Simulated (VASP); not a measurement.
# HfSi (zincblende type) (F-43m) in VASP: a series of runs, part 2 of 2

VASP 6.6.1.

## (6) Single point, LDA (volume scaled by 0.95)

INCAR

```
SYSTEM = HfSi
ALGO = Normal
EDIFF = 1E-7
ENCUT = 520
ISIF = 2
ISMEAR = -1
LASPH = .TRUE.
LCHARG = .FALSE.
LREAL = .FALSE.
LWAVE = .FALSE.
NBANDS = 14
NELM = 60
PREC = Accurate
SIGMA = 0.08
```

KPOINTS

```
k-points
0
G
  12 12 12
  0 0 0
```

POSCAR

```
HfSi
1.0
    0.0000000000      2.9137633937      2.9137633937
    2.9137633937      0.0000000000      2.9137633937
    2.9137633937      2.9137633937      0.0000000000
Hf Si
1 1
Direct
    0.0000000000      0.0000000000      0.0000000000
    0.2500000000      0.2500000000      0.2500000000
```

Potentials or basis: VASP PAW LDA potentials, release 64 (Hf_pv, Si).

Launch:

```sh
> cat potpaw_LDA.64/Hf_pv/POTCAR potpaw_LDA.64/Si/POTCAR > POTCAR
> mpirun -np 1 vasp_std > vasp.out
```

OUTCAR:

```text
SYSTEM = HfSi
   EDIFF = 1E-7
   ENCUT = 520
   ISIF = 2
   ISMEAR = -1
   LASPH = .TRUE.
   LREAL = .FALSE.
   NELM = 60
   PREC = Accurate

 ion  position               nearest neighbor table
   1  0.000  0.000  0.000-   2 2.52   2 2.52   2 2.52   2 2.52
   2  0.250  0.250  0.250-   1 2.52   1 2.52   1 2.52   1 2.52

  LATTYP: Found a face centered cubic cell.
 ALAT       =     5.8275267874

  Lattice vectors:

 A1 = (   0.0000000000,   2.9137633937,   2.9137633937)
 A2 = (   2.9137633937,   0.0000000000,   2.9137633937)
 A3 = (   2.9137633937,   2.9137633937,   0.0000000000)

Analysis of symmetry for initial positions (statically):
=====================================================================
 Subroutine PRICEL returns:
 Original cell was already a primitive cell.

 Routine SETGRP: Setting up the symmetry group for a
 face centered cubic supercell.

 Subroutine GETGRP returns: Found 24 space group operations
 (whereof 24 operations were pure point group operations)
 out of a pool of 48 trial point group operations.

The static configuration has the point symmetry T_d .

Analysis of symmetry for dynamics (positions and initial velocities):
=====================================================================
 Subroutine PRICEL returns:
 Original cell was already a primitive cell.

 Routine SETGRP: Setting up the symmetry group for a
 face centered cubic supercell.

 Subroutine GETGRP returns: Found 24 space group operations
 (whereof 24 operations were pure point group operations)
 out of a pool of 48 trial point group operations.

The dynamic configuration has the point symmetry T_d .

 Subroutine INISYM returns: Found 24 space group operations
 (whereof 24 operations are pure point group operations),
 and found     1 'primitive' translations

----------------------------------------------------------------------------------------

                                     Primitive cell

  volume of cell :      49.4758

  direct lattice vectors                    reciprocal lattice vectors
     0.000000000  2.913763394  2.913763394    -0.171599383  0.171599383  0.171599383
[... 111 lines left out ...]
   GGA     = CA    functional components
   LHFCALC =     F    Hartree Fock is set to
   AEXX    =    0.0000 exact exchange contribution
   IVDW    =     0    specifies the selected vdW correction
   LEPSILON=     F    determine dielectric tensor
   LRPA    =     F    only Hartree local field effects (RPA)
 non-spin polarized calculation
  energy-cutoff  :      520.00
  volume of cell :       49.48
 maximum number of plane-waves:      1363
   NGX = 15   NGY = 15   NGZ = 15

 number of electron      14.0000002 magnetization

 Free energy of the ion-electron system (eV)
  ---------------------------------------------------
  ext. energy  EPLUGINS =         0.00000000
  ---------------------------------------------------
  free energy    TOTEN  =       -15.39094239 eV

  energy without entropy =      -15.36943264  energy(sigma->0) =      -15.38018752

 E-fermi :   3.3223     XC(G=0):  -9.8092

 val. band max:        3.3147364484   @ k =   0.5000   0.4167   0.0000
 cond. band min:       3.3274879325   @ k =  -0.4167   0.4167   0.0000
 fundamental gap:      0.0127514840
 Fermi energy:         3.3223158116

 k-point     1 :       0.0000    0.0000    0.0000
  band No.  band energies     occupation
      1     -27.1444      2.00000
      2     -27.1444      2.00000
      3     -27.1444      2.00000
      4      -5.2394      2.00000
      5       1.8752      2.00000
      6       1.8752      2.00000
      7       1.8752      2.00000
      8       4.9862      0.00000
      9       4.9862      0.00000
     10       7.8525      0.00000
     11      10.5195      0.00000
     12      10.5195      0.00000
     13      10.5195      0.00000
     14      12.6864      0.00000
[... 377 lines left out ...]
      1     -27.2003      2.00000
      2     -27.1644      2.00000
      3     -27.1559      2.00000
      4      -3.3916      2.00000
      5       0.5974      2.00000
      6       1.8300      2.00000
      7       2.4892      1.99994
      8       4.6996      0.00000
      9       5.2407      0.00000
     10       5.7883      0.00000
     11       8.1589      0.00000
     12       8.5495      0.00000
     13       9.9852      0.00000
     14      13.1559      0.00000

 [... further k-points ...]
[... 5 lines left out ...]
  --------------------------------------------------------------------------------------
  -------------------------------------------------------------------------------------
  Total        1.2529512      1.2529512      1.2529512     -0.0000000      0.0000000      0.0000000
  in kB       40.5743791     40.5743791     40.5743791     -0.0000000      0.0000000      0.0000000
  external PRESSURE =      40.5743791 kB  Pullay stress =       0.0000000 kB

 VOLUME and BASIS-vectors are now :
 -----------------------------------------------------------------------------
  energy-cutoff  :      520.00
  volume of cell :       49.48
      direct lattice vectors                 reciprocal lattice vectors
     0.000000000  2.913763394  2.913763394    -0.171599383  0.171599383  0.171599383
     2.913763394  0.000000000  2.913763394     0.171599383 -0.171599383  0.171599383
     2.913763394  2.913763394  0.000000000     0.171599383  0.171599383 -0.171599383

 POSITION                                       TOTAL-FORCE (eV/Angst)
 -----------------------------------------------------------------------------------
      0.00000      0.00000      0.00000         0.000000      0.000000      0.000000
      1.45688      1.45688      1.45688        -0.000000     -0.000000     -0.000000
 -----------------------------------------------------------------------------------
    total drift:                                0.000000      0.000000      0.000000

  FREE ENERGIE OF THE ION-ELECTRON SYSTEM (eV)
  ---------------------------------------------------
  free  energy   TOTEN  =       -15.3909423912 eV

  energy  without entropy=      -15.3694326391  energy(sigma->0) =      -15.38018752
```

Wall time 62 s (1 thread of AMD EPYC 7R13 (Zen 3), shared host); peak memory 0.15 GiB.

Results:

- Free energy: -15.3909 eV
- Pressure: 4.1 GPa
- Band gap on the k mesh: zero (band 7 reaches 3.42 eV, above the bottom of band 8 at 3.22 eV)

Caveat: spin-orbit coupling is left out, which moves the levels of the heavy elements.

## (7) Overview

| cell | gap on the mesh (eV) | pressure (GPa) |
| --- | --- | --- |
| a = 3.631 Å, angles 60.0°, 2 atoms | none | 63.0 |
| a = 3.808 Å, angles 60.0°, 2 atoms | none | 33.3 |
| a = 3.971 Å, angles 60.0°, 2 atoms | none | 15.3 |
| a = 4.121 Å, angles 60.0°, 2 atoms | none | 4.1 |

Alike in all rows: task single point; level LDA; potentials or basis VASP PAW LDA potentials, release 64 (Hf_pv, Si); no spin polarisation; k mesh 12 × 12 × 12; cutoff (eV) 520; smearing fermi-dirac 0.08 eV.

Caveats: spin-orbit coupling is left out, which moves the levels of the heavy elements.

Absolute energies hang on the potentials; compare differences alone.
